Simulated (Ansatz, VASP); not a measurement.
Bi in VASP and in Ansatz

```xyz
4
Lattice="5.1908 0.0000 0.0877 0.0000 4.4904 0.0000 -2.4274 0.0000 6.2055" Properties=species:S:1:pos:R:3 pbc="T T T"
Bi    0.3482    4.0568    3.4042
Bi   -1.5100    1.8138    5.6574
Bi    2.4152    1.8116    2.8890
Bi    4.2734    4.0590    0.6358
```

Alike in both runs: functional PBE; k mesh 10 × 10 × 8; occupations gaussian, width 0.1 eV; no spin polarisation.

Ansatz relaxed the structure, and its values are those at the end. VASP's run is a single point on that final structure, the one shown.

```csv
,VASP,Ansatz
version,VASP 6.6.1,Ansatz 0.2.0
potentials or method,"VASP PAW PBE potentials, release 64 (Bi_d), cutoff 520 eV","scalar-relativistic, plane waves, PAW"
valence electrons in the cell,60,60
```

```csv
,VASP,Ansatz,Ansatz less VASP
gap on the k mesh at the Fermi level (eV),none,none,-
pressure (GPa),-0.1,0.0,+0.06
rms of the force components (eV/Å),0.006,0.002,-0.0038
```

A gap of «none» marks a metal or a gap that the smearing closes. With one functional, cell and mesh, what is left measures potentials, basis and numerics.

Spin-orbit coupling is off throughout.
